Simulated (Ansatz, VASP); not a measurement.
**One calculation of NbTe6Mo2, two programs**

```xyz
9
Lattice="6.1805 0.0000 0.0000 -3.0902 5.3524 0.0000 0.0000 0.0000 7.7475" Properties=species:S:1:pos:R:3 pbc="T T T"
Nb    0.0000    0.0000    0.0000
Te    4.0946    0.0000    5.8960
Te    1.0429    1.8064    5.8960
Te   -2.0473    3.5460    5.8960
Te    2.0858    0.0000    1.8515
Te   -1.0429    1.8064    1.8515
Te    2.0473    3.5460    1.8515
Mo    0.0000    3.5683    0.0000
Mo    3.0902    1.7841    0.0000
```

Alike in both runs: functional PBE; k mesh 3 × 3 × 4; occupations gaussian, width 0.1 eV; no spin polarisation.

Ansatz relaxed the structure, and its values are those at the end. VASP's run is a single point on that final structure, the one shown.

|  | VASP | Ansatz |
| --- | --- | --- |
| version | VASP 6.6.1 | Ansatz 0.2.0 |
| potentials or method | VASP PAW PBE potentials, release 64 (Nb_sv, Te, Mo_sv), cutoff 520 eV | scalar-relativistic, plane waves, PAW |
| valence electrons in the cell | 77 | 137 |

Ansatz gave:

| Item | Value |
| --- | --- |
| gap on the k mesh at the Fermi level (eV) | none |
| pressure (GPa) | 0.0 |
| rms of the force components (eV/Å) | 0.003 |

Problem. Which values does VASP return?

Solution. gap on the k mesh at the Fermi level (eV): none; pressure (GPa): -0.1; rms of the force components (eV/Å): 0.005.

A gap of «none» marks a metal or a gap that the smearing closes. VASP's potentials hold 77 valence electrons a cell and Ansatz's 137, so a difference there can come from the potentials and not from the codes.

The k mesh is coarse, so the values compare programs but aren't converged. Neither program's run includes spin-orbit coupling.
